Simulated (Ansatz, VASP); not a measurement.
One calculation of V, two programs

File INCAR:

```
ALGO = Normal
EDIFF = 1E-6
ENCUT = 520
GGA = PE
ISIF = 2
ISMEAR = -5
ISPIN = 2
LASPH = T
LCHARG = F
LMAXMIX = 4
LORBIT = 11
LREAL = F
LWAVE = F
MAGMOM = 1.5
NBANDS = 16
NELM = 150
PREC = Accurate
SIGMA = 0.1
```

Contents of KPOINTS:

```
k-points
0
Gamma
  16 16 16
```

The input POSCAR:

```
V
1.0
   -1.4988666745      1.4988666745      1.4988666745
    1.4988666745     -1.4988666745      1.4988666745
    1.4988666745      1.4988666745     -1.4988666745
V
1
Direct
    0.0000000000      0.0000000000      0.0000000000
```

Input for Ansatz:

```yaml
crystal:
  lattice:
    - [-1.4988666745, 1.4988666745, 1.4988666745]
    - [1.4988666745, -1.4988666745, 1.4988666745]
    - [1.4988666745, 1.4988666745, -1.4988666745]
  atoms:
    - { symbol: V, position: [0.0, 0.0, 0.0], spin: 1.5 }
magnetization:
  spin_polarized: true
kpoints:
  mp_grid: { grid: [16, 16, 16] }
scf:
  occupations: { method: tetrahedron }
hamiltonian:
  xc: pbe
  pseudopotentials: { kind: all_electron, lapw: { basis_error: 0.001 } }
output:
  forces: true
  stress: true
  eigenvalues: true
```

Alike in both runs: task single point; functional PBE; k mesh 16 × 16 × 16; occupations tetrahedron; collinear spin.

```csv
,VASP,Ansatz
version,VASP 6.6.1,Ansatz 0.2.0
potentials or method,"VASP PAW PBE potentials, release 64 (V_sv), cutoff 520 eV","all-electron LAPW, scalar-relativistic"
```

```csv
,VASP,Ansatz,Ansatz less VASP
pressure (GPa),0.0,-0.2,-0.27
net moment per atom (μB),0.00,0.00,0.000
```

Ansatz ran all-electron here, and VASP with PAW potentials. Ansatz's warnings: band table not solved further, seeded moment not kept, stability check not made, tetrahedron derivatives may miss energy slope.
